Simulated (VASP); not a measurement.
# Ni (Fm-3m) in VASP: a series of runs, part 2 of 2

VASP 6.6.1.

## 3. Single point, PBEsol, collinear spin, ferromagnetic start

This run uses another cell than the first one, of 10.41 Å³/atom, 0.952 times its volume.

File INCAR:

```
  PREC = Accurate
  ENCUT = 520
  EDIFF = 1E-6
  ISMEAR = 0
  SIGMA = 0.1
  LREAL = F
  LASPH = T
  NELM = 150
  ALGO = Normal
  ISIF = 2
  LWAVE = F
  LCHARG = F
  ISPIN = 2
  MAGMOM = 0.81
  LORBIT = 11
  LMAXMIX = 4
  GGA = PS
  NBANDS = 15
```

File KPOINTS:

```
regular mesh
0
Gamma
  10 10 10
```

File POSCAR:

```
Ni
1.0
    0.0000000000      1.7330509437      1.7330509437
    1.7330509437      0.0000000000      1.7330509437
    1.7330509437      1.7330509437      0.0000000000
Ni
1
Direct
    0.0000000000      0.0000000000      0.0000000000
```

Potentials or basis: VASP PAW PBE potentials, release 64 (Ni).

Launch:

```
> cat potpaw_PBE.64/Ni/POTCAR > POTCAR
> mpirun -np 1 vasp_std > vasp.out
```

It took 7.1 s on 1 thread of Intel Xeon 6975P-C (Granite Rapids), shared host; peak memory 0.13 GiB.

Results (log left out):

```
Free energy                                           : -6.1398 eV
Pressure                                              : -0.2 GPa
Net moment                                            : 0.71 μB per cell
Site moments                                          : Ni +0.71 μB
Valence electrons inside the program's atomic spheres : Ni 9.39
```

Levels at points of the mesh, in eV from the Fermi level:
Spin up:
| k point | band 1 | band 2 | band 3 | band 4 | band 5 | band 6 | band 7 | band 8 | band 9 | band 10 |
| --- | --- | --- | --- | --- | --- | --- | --- | --- | --- | --- |
| (0.00, 0.00, 0.00) | -9.39 | -2.61 | -2.61 | -2.61 | -1.36 | -1.36 | 24.05 | 28.24 | 28.24 | 28.24 |
| (0.50, 0.00, 0.00) | -5.15 | -2.60 | -2.60 | -0.65 | -0.65 | -0.45 | 5.91 | 22.53 | 25.36 | 25.36 |
| (0.50, 0.50, 0.00) | -4.98 | -4.50 | -0.60 | -0.51 | -0.51 | 2.40 | 9.55 | 15.16 | 15.16 | 20.21 |
Spin down:
| k point | band 3 | band 4 | band 5 | band 6 | band 7 | band 8 |
| --- | --- | --- | --- | --- | --- | --- |
| (0.00, 0.00, 0.00) | -1.81 | -1.81 | -0.68 | -0.68 | 23.96 | 28.25 |
| (0.50, 0.00, 0.00) | -1.91 | -0.46 | 0.18 | 0.18 | 6.39 | 22.43 |
| (0.50, 0.50, 0.00) | 0.11 | 0.42 | 0.42 | 2.41 | 9.87 | 15.21 |

Caveat: the PAW data sets were made with another functional, which shifts forces and pressure a little.

## 4. Relaxation of cell and atoms, PBEsol, collinear spin, ferromagnetic start

File INCAR:

```
PREC = Accurate ; ENCUT = 600
EDIFF = 1E-7 ; ISMEAR = 0
SIGMA = 0.1 ; LREAL = False
LASPH = True ; NELM = 150
ALGO = Normal ; ISIF = 3
LWAVE = False ; LCHARG = False
ISPIN = 2 ; MAGMOM = 0.81
LORBIT = 11 ; LMAXMIX = 4
GGA = PS ; IBRION = 2
NSW = 100 ; EDIFFG = -0.05
```

File KPOINTS:

```
Automatic mesh
0
Gamma
  10 10 10
```

File POSCAR:

```
Ni
1.0
    0.0000000000      1.7619350000      1.7619350000
    1.7619350000      0.0000000000      1.7619350000
    1.7619350000      1.7619350000      0.0000000000
Ni
1
Direct
    0.0000000000      0.0000000000      0.0000000000
```

Launch:

```
> cat potpaw_PBE.64/Ni/POTCAR > POTCAR
> mpirun -np 1 vasp_std > vasp.out
```

Wall time 15 s (1 thread of Intel Xeon 6975P-C (Granite Rapids), shared host); peak memory 0.14 GiB.

It converged, with:

* Free energy: -6.1399 eV
* Relaxed volume: 10.41 Å³/atom
* Relaxed cell: a = 2.451 Å, b = 2.451 Å, c = 2.451 Å, α = 60.00°, β = 60.00°, γ = 60.00°
* Space group after relaxing (to 0.05 Å): Fm-3m (No. 225)
* Energy gained by relaxing: 17.8 meV/atom
* Ionic steps: 3
* Pressure after relaxing: -0.1 GPa
* Net moment: 0.71 μB per cell
* Site moments: Ni +0.71 μB
* Valence electrons inside the program's atomic spheres: Ni 9.39

Step by step:
| step | energy change (eV) | largest force (eV/Å) | pressure (GPa) | volume (Å³) |
| --- | --- | --- | --- | --- |
| 1 | 0.0000 | 0.0000 | -10.08 | 10.94 |
| 2 | 0.0021 | 0.0000 | 13.02 | 9.89 |
| 3 | -0.0178 | 0.0000 | -0.08 | 10.41 |

Final structure:
```
Ni
1.0
     0.00000    1.73282    1.73282
     1.73282    0.00000    1.73282
     1.73282    1.73282    0.00000
Ni
1
Cartesian
  0.0000 0.0000 0.0000
```

Levels at points of the mesh, in eV from the Fermi level:
Spin up:
| k point | band 1 | band 2 | band 3 | band 4 | band 5 | band 6 | band 7 | band 8 | band 9 |
| --- | --- | --- | --- | --- | --- | --- | --- | --- | --- |
| (0.00, 0.00, 0.00) | -9.40 | -2.61 | -2.61 | -2.61 | -1.36 | -1.36 | 24.06 | 28.24 | 28.24 |
| (0.50, 0.00, 0.00) | -5.15 | -2.60 | -2.60 | -0.65 | -0.65 | -0.45 | 5.92 | 22.53 | 25.37 |
| (0.50, 0.50, 0.00) | -4.99 | -4.50 | -0.60 | -0.51 | -0.51 | 2.40 | 9.56 | 15.16 | 15.16 |
Spin down:
```tsv
k point	band 1	band 2	band 3	band 4	band 5	band 6	band 7	band 8	band 9
(0.00, 0.00, 0.00)	-9.39	-1.81	-1.81	-1.81	-0.68	-0.68	23.96	28.26	28.26
(0.50, 0.00, 0.00)	-4.68	-1.91	-1.91	-0.46	0.18	0.18	6.40	22.44	25.49
(0.50, 0.50, 0.00)	-4.57	-3.84	0.11	0.42	0.42	2.41	9.87	15.21	15.21
```

Caveat: the PAW data sets were made with another functional, which shifts forces and pressure a little.

## 5. Single point, PBEsol, collinear spin, ferromagnetic start

This run uses another cell than the first one, of 10.38 Å³/atom, 0.949 times its volume.

File INCAR:

```
SYSTEM = Ni
ALGO = Normal
EDIFF = 1E-6
ENCUT = 520
GGA = PS
ISIF = 2
ISMEAR = 0
ISPIN = 2
LASPH = .TRUE.
LCHARG = .FALSE.
LMAXMIX = 4
LORBIT = 11
LREAL = .FALSE.
LWAVE = .FALSE.
MAGMOM = 0.83
NBANDS = 15
NELM = 150
PREC = Accurate
SIGMA = 0.1
```

File KPOINTS:

```
k-points
0
G
  20 20 20
  0 0 0
```

File POSCAR:

```
Ni
1.0
    0.0000000000      1.7315727742      1.7315727742
    1.7315727742      0.0000000000      1.7315727742
    1.7315727742      1.7315727742      0.0000000000
Ni
1
Direct
    0.0000000000      0.0000000000      0.0000000000
```

Launch:

```
> cat potpaw_PBE.64/Ni/POTCAR > POTCAR
> mpirun -np 1 vasp_std > vasp.out
```

Run time: 32 s. Hardware: 1 thread of Intel Xeon 6975P-C (Granite Rapids), shared host; peak memory 0.16 GiB.

It converged, with:

- Free energy: -6.1400 eV
- Pressure: -0.1 GPa
- Net moment: 0.62 μB per cell
- Site moments: Ni +0.63 μB
- Valence electrons inside the program's atomic spheres: Ni 9.40

Levels at points of the mesh, in eV from the Fermi level:
Spin up:
```
           k point  band 1  band 2  band 3  band 4  band 5  band 6  band 7  band 8  band 9  band 10
(0.00, 0.00, 0.00)   -9.39   -2.55   -2.55   -2.55   -1.30   -1.30   24.09   28.30   28.30    28.30
(0.50, 0.00, 0.00)   -5.12   -2.54   -2.54   -0.58   -0.58   -0.43    5.98   22.56   25.43    25.43
(0.50, 0.50, 0.00)   -4.96   -4.45   -0.54   -0.43   -0.43    2.42    9.62   15.20   15.20    20.29
```
Spin down:
```csv
k point,band 2,band 3,band 4,band 5,band 6,band 7,band 8,band 9
"(0.00, 0.00, 0.00)",-1.83,-1.83,-1.83,-0.69,-0.69,23.99,28.30,28.30
"(0.50, 0.00, 0.00)",-1.93,-1.93,-0.46,0.16,0.16,6.40,22.46,25.53
"(0.50, 0.50, 0.00)",-3.86,0.10,0.39,0.39,2.41,9.89,15.23,15.23
```

Caveat: the PAW data sets were made with another functional, which shifts forces and pressure a little.

## 6. Relaxation of cell and atoms, PBEsol, collinear spin, ferromagnetic start

This run uses another cell than the first one, of 10.41 Å³/atom, 0.952 times its volume.

File INCAR:

```
SYSTEM = Ni
PREC     = Accurate       ! precision mode
ENCUT    = 600            ! plane-wave cutoff, eV
EDIFF    = 1E-6           ! SCF threshold, eV
ISMEAR   = 0              ! smearing method
SIGMA    = 0.1            ! smearing width, eV
LREAL    = .FALSE.        ! projectors in reciprocal space
LASPH    = .TRUE.         ! aspherical terms in the spheres
NELM     = 150            ! most SCF steps
ALGO     = Fast           ! electronic algorithm
ISIF     = 3              ! what is computed and relaxed
LWAVE    = .FALSE.        ! write WAVECAR
LCHARG   = .FALSE.        ! write CHGCAR
ISPIN    = 2              ! spin polarisation
MAGMOM   = 0.83           ! initial moments
LORBIT   = 11             ! projections on sites
LMAXMIX  = 4              ! l up to which the mixer works
GGA      = PS             ! functional
IBRION   = 2              ! ionic algorithm
NSW      = 100            ! ionic steps
EDIFFG   = -0.005         ! ionic threshold
```

File KPOINTS:

```
Automatic mesh
0
G
  20 20 20
  0 0 0
```

File POSCAR:

```
Ni
1.0
    0.0000000000      1.7330509437      1.7330509437
    1.7330509437      0.0000000000      1.7330509437
    1.7330509437      1.7330509437      0.0000000000
Ni
1
Direct
    0.0000000000      0.0000000000      0.0000000000
```

Potentials or basis: VASP PAW PBE potentials, release 64 (Ni).

Launch:

```
> cat potpaw_PBE.64/Ni/POTCAR > POTCAR
> mpirun -np 1 vasp_std > vasp.out
```

It took 56 s on 1 thread of Intel Xeon 6975P-C (Granite Rapids), shared host; peak memory 0.18 GiB.

The run converged. Its results:

```
Free energy                                           : -6.1398 eV
Relaxed volume                                        : 10.38 Å³/atom
Relaxed cell                                          : a = 2.448 Å, b = 2.448 Å, c = 2.448 Å, α = 60.00°, β = 60.00°, γ = 60.00°
Space group after relaxing (to 0.05 Å)                : Fm-3m (No. 225)
Energy gained by relaxing                             : 0.1 meV/atom
Ionic steps                                           : 3
Pressure after relaxing                               : 0.1 GPa
Net moment                                            : 0.62 μB per cell
Site moments                                          : Ni +0.63 μB
Valence electrons inside the program's atomic spheres : Ni 9.40
```

Final structure:
```xyz
1
Lattice="0.0000 1.7311 1.7311 1.7311 0.0000 1.7311 1.7311 1.7311 0.0000" Properties=species:S:1:pos:R:3 pbc="T T T"
Ni    0.0000    0.0000    0.0000
```

Levels at points of the mesh, in eV from the Fermi level:
Spin up:
```csv
k point,band 2,band 3,band 4,band 5,band 6,band 7,band 8,band 9
"(0.00, 0.00, 0.00)",-2.55,-2.55,-2.55,-1.30,-1.30,24.10,28.31,28.31
"(0.50, 0.00, 0.00)",-2.55,-2.55,-0.58,-0.58,-0.43,5.99,22.57,25.45
"(0.50, 0.50, 0.00)",-4.46,-0.54,-0.43,-0.43,2.42,9.62,15.21,15.21
```
Spin down:
```tsv
k point	band 2	band 3	band 4	band 5	band 6	band 7	band 8	band 9
(0.00, 0.00, 0.00)	-1.83	-1.83	-1.83	-0.69	-0.69	23.99	28.31	28.31
(0.50, 0.00, 0.00)	-1.93	-1.93	-0.46	0.16	0.16	6.41	22.47	25.54
(0.50, 0.50, 0.00)	-3.87	0.10	0.40	0.40	2.41	9.89	15.24	15.24
```

Caveat: the PAW data sets were made with another functional, which shifts forces and pressure a little.

## 7. Summary

```tsv
task	cell	k mesh	cutoff (eV)	gap on the mesh (eV)	pressure (GPa)	moment (μB)	relaxed volume (Å³/atom)
single point	a = 2.492 Å, angles 60.0°, 1 atom	8 × 8 × 8	520	none	-10.2	0.70	-
single point	a = 2.451 Å, angles 60.0°, 1 atom	10 × 10 × 10	520	none	-0.2	0.71	-
relaxation of cell and atoms	relaxed from a = 2.492 Å, angles 60.0°, 1 atom	10 × 10 × 10	600	none	-0.1	0.71	10.41
single point	a = 2.449 Å, angles 60.0°, 1 atom	20 × 20 × 20	520	none	-0.1	0.62	-
relaxation of cell and atoms	relaxed from a = 2.451 Å, angles 60.0°, 1 atom	20 × 20 × 20	600	none	0.1	0.62	10.38
```

Alike in all rows: level PBEsol; potentials or basis VASP PAW PBE potentials, release 64 (Ni); spin collinear, ferromagnetic start; smearing gaussian 0.1 eV.

Caveats: some runs use coarse meshes; the PAW data sets were made with another functional, which shifts forces and pressure a little.

Total energies depend on the potentials used, so only differences within one code and one set of settings carry meaning.
